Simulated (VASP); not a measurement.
Wanted: the native input for a VASP 6.6.1 run.

```yaml
Task: single point
Functional: LDA
Potentials_or_basis: VASP PAW LDA potentials, release 64 (Te, Sb, Ge_d)
Cutoff: 520 eV
k_mesh: 5 × 5 × 4
Occupations: fermi-dirac, width 0.05 eV
Spin: no spin polarisation
Dipole_correction: no
Further_INCAR_settings: ALGO = Normal; EDIFF = 1e-06; NBANDS = 44
```

The structure of Ge2Sb2Te5 lies in POSCAR:

```
Ge2Sb2Te5
1.0
    6.6507864427     -2.9832781864     -0.0287119263
    6.6507864427      2.9832781864     -0.0287119263
   -6.6715996387      0.0000000000      6.6475608833
Te Sb Ge
5 2 2
Direct
    0.5969908962      0.5969908962      0.3927679313
    0.7944049838      0.7944049838      0.1833699433
    0.0006003015      0.0006003015     -0.0010197492
    0.2130850935      0.2130850935      0.8164631891
    0.4116555461      0.4116555461      0.6024073030
    0.8940545583      0.8940545583      0.5775609459
    0.1130164137      0.1130164137      0.4248983926
    0.2788870465      0.2788870465      0.1917026928
    0.4973051604      0.4973051604      0.0118493512
```

These files were run (other wordings do the same):

INCAR

```
PREC = Accurate
ENCUT = 520
EDIFF = 1E-6
ISMEAR = -1
SIGMA = 0.05
LREAL = F
LASPH = T
NELM = 100
ALGO = Normal
ISIF = 2
LWAVE = F
LCHARG = T
GGA = CA
LELF = T
LVHAR = T
NBANDS = 44
```

KPOINTS

```
Automatic mesh
0
Gamma
  5 5 4
```

Potentials or basis: VASP PAW LDA potentials, release 64 (Te, Sb, Ge_d).

The run is started by

```sh
$ cat potpaw_LDA.64/Te/POTCAR potpaw_LDA.64/Sb/POTCAR potpaw_LDA.64/Ge_d/POTCAR > POTCAR
$ mpirun -np 1 vasp_std > vasp.out
```

Results of the run:

| Property | Result |
| --- | --- |
| Pressure | 0.1 GPa |
| Largest force | 0.031 eV/Å |
| Band gap on the k mesh | 0.13 eV, indirect (least direct gap 0.22 eV) |

Caveat: spin-orbit coupling is left out, which moves the levels of the heavy elements.

Run time: 8 min on 1 thread of Intel(R) Xeon(R) Platinum 8259CL CPU @ 2.50GHz (Skylake/Cascade Lake), on a shared host, peak memory 0.58 GiB.
